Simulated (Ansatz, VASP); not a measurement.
**Two plane-wave programs on CsI**

```
Cs I
1.0
     4.60808    0.00000    0.00000
     0.00000    4.60808    0.00000
     0.00000    0.00000    4.60808
Cs I
1 1
Cartesian
  0.0000 0.0000 0.0000
  2.3040 2.3040 2.3040
```

Alike in both runs: task single point; functional PBE0; k mesh 4 × 4 × 4; no spin polarisation.

```csv
,VASP,Ansatz
version,VASP 6.6.1,Ansatz 0.2.0
potentials or method,"VASP PAW PBE potentials, release 64 (Cs_sv, I)","plane waves, PAW"
plane-wave cutoff (eV),400,420
occupations,"gaussian, width 0.01 eV",fixed
valence electrons in the cell,16,26
```

```tsv
	VASP	Ansatz	Ansatz less VASP
gap on the k mesh at the Fermi level (eV)	5.47	5.48	+0.001
pressure (GPa)	0.1	0.2	+0.05
```

VASP's potentials hold 16 valence electrons a cell and Ansatz's 26, so a difference there can come from the potentials and not from the codes. Ansatz's warnings: stress exchange threshold loose, stress scf threshold loose.

Neither program's run includes spin-orbit coupling.
